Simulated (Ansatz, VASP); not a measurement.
**Two plane-wave programs on Cu**

The input POSCAR:

```
Cu
1.0
    0.0000000000      2.5150691244      2.5150691244
    2.5150691244      0.0000000000      2.5150691244
    2.5150691244      2.5150691244      0.0000000000
Cu
2
Direct
    0.1250000000      0.1250000000      0.1250000000
    0.8750000000      0.8750000000      0.8750000000
```

The input INCAR.step1:

```
SYSTEM = Cu
  ALGO = Normal
  EDIFF = 1E-5
  ENCUT = 660
  GGA = PE
  GGA_COMPAT = .False.
  ISMEAR = -1
  LASPH = .True.
  LCHARG = .False.
  LREAL = .False.
  LWAVE = .True.
  NBANDS = 18
  NELM = 120
  PREC = Accurate
  SIGMA = 0.1
```

The input INCAR.step2:

```
SYSTEM = Cu
  ALGO = Normal
  EDIFF = 1E-6
  ENCUT = 660
  GGA_COMPAT = .False.
  ISIF = 2
  ISMEAR = -1
  ISTART = 1
  LASPH = .True.
  LCHARG = .False.
  LMIXTAU = .True.
  LREAL = .False.
  LWAVE = .False.
  METAGGA = R2SCAN
  NBANDS = 18
  NELM = 120
  PREC = Accurate
  SIGMA = 0.1
```

Contents of KPOINTS:

```
k-points
0
Gamma
  12 12 12
  0 0 0
```

Input for Ansatz:

```yaml
crystal:
  lattice:
    - [0.0, 2.5150691244, 2.5150691244]
    - [2.5150691244, 0.0, 2.5150691244]
    - [2.5150691244, 2.5150691244, 0.0]
  atoms:
    - { symbol: Cu, position: [0.125, 0.125, 0.125] }
    - { symbol: Cu, position: [0.875, 0.875, 0.875] }
hamiltonian:
  xc: r2scan
  pseudopotentials:
    kind: paw
    azcp:
      Cu: "pseudopotentials/Cu.paw.azcp"
basis:
  ecutwfc: 500
  fft_grid_basis: typed
kpoints:
  mp_grid: { grid: [12, 12, 12], shift: [0, 0, 0] }
magnetization:
  spin_polarized: false
scf:
  occupations: { method: fermi_dirac, width: 0.1 }
  lower_state_search: "off"
output:
  stress: true
  write_density: true
  write_potential: true
  elf: true
  volumetric_format: npy
```

Alike in both runs: task single point; functional r2SCAN; k mesh 12 × 12 × 12; occupations fermi-dirac, width 0.1 eV; no spin polarisation.

|  | VASP | Ansatz |
| --- | --- | --- |
| version | VASP 6.6.1 | Ansatz 0.2.0 |
| potentials or method | VASP PAW PBE potentials, release 64 (Cu), cutoff 660 eV | plane waves (500 eV) with PAW, scalar-relativistic |
| valence electrons in the cell | 22 | 38 |

VASP gave:

- pressure (GPa): 11.9

Estimate Ansatz's values.

pressure (GPa): 11.5.

VASP's potentials were made for PBE, not for r2SCAN. VASP's potentials hold 22 valence electrons a cell and Ansatz's 38, so a difference there can come from the potentials and not from the codes.
